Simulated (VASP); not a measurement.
MnO:

```xyz
4
Lattice="3.3717 0.0000 0.0000 -1.6859 2.9200 0.0000 0.0000 0.0000 5.3855" Properties=species:S:1:pos:R:3 pbc="T T T"
Mn    1.6859    0.9733    2.7518
Mn    0.0000    1.9467    0.0590
O     1.6859    0.9733    4.7148
O     0.0000    1.9467    2.0221
```

| Item | Value |
| --- | --- |
| Program | VASP 6.6.1 |
| Task | relaxation of cell and atoms |
| Functional | r2SCAN |
| Potentials or basis | VASP PAW PBE potentials, release 64 (Mn_pv, O) |
| Cutoff | 600 eV |
| k mesh | 9 × 9 × 5 |
| Occupations | fermi-dirac, width 0.05 eV |
| Spin | collinear spin, ferromagnetic start |
| Starting moments | [4.0, 4.0, 0.0, 0.0] μB |

At the start: pressure 4.1 GPa; volume 13.26 Å³/atom.

Question: Where does the relaxation end?

Answer: Over 12 steps the energy falls by 21.5 meV/atom and the volume is 13.55 Å³/atom (+2.2 %); space group P6_3mc (No. 186, to 0.1 Å) before and after; moment 10.00 μB per cell.

The path:
| step | energy change (eV) | largest force (eV/Å) | pressure (GPa) | volume (Å³) |
| --- | --- | --- | --- | --- |
| 1 | 0.0000 | 0.7435 | 4.06 | 53.02 |
| 2 | -0.0519 | 0.1076 | -2.61 | 55.62 |
| 3 | -0.0702 | 0.1145 | -0.61 | 54.66 |
| 4 | -0.0735 | 0.0722 | 0.15 | 54.32 |
| 5 | -0.0742 | 0.0530 | 0.50 | 54.17 |
| 6 | -0.0743 | 0.0143 | 1.21 | 53.87 |
| 7 | -0.0745 | 0.0368 | 0.79 | 54.05 |
| 8 | -0.0766 | 0.0286 | 0.69 | 54.09 |
| 9 | -0.0814 | 0.0063 | 0.35 | 54.20 |
| 10 | -0.0852 | 0.0259 | -0.34 | 54.42 |
| 11 | -0.0858 | 0.0112 | 0.17 | 54.18 |
| 12 | -0.0858 | 0.0057 | 0.10 | 54.21 |

Final structure:
```
Mn O
1.0
     3.42862    0.00000    0.00000
    -1.71431    2.96927    0.00000
     0.00000    0.00000    5.32508
Mn O
2 2
Cartesian
  1.7143 0.9898 2.6497
  0.0000 1.9795 5.3123
  1.7143 0.9898 4.7331
  0.0000 1.9795 2.0706
```

Caveat: the PAW data sets were made with another functional, which shifts forces and pressure a little; the run started ferromagnetic, and an antiferromagnetic order may lie lower in energy.
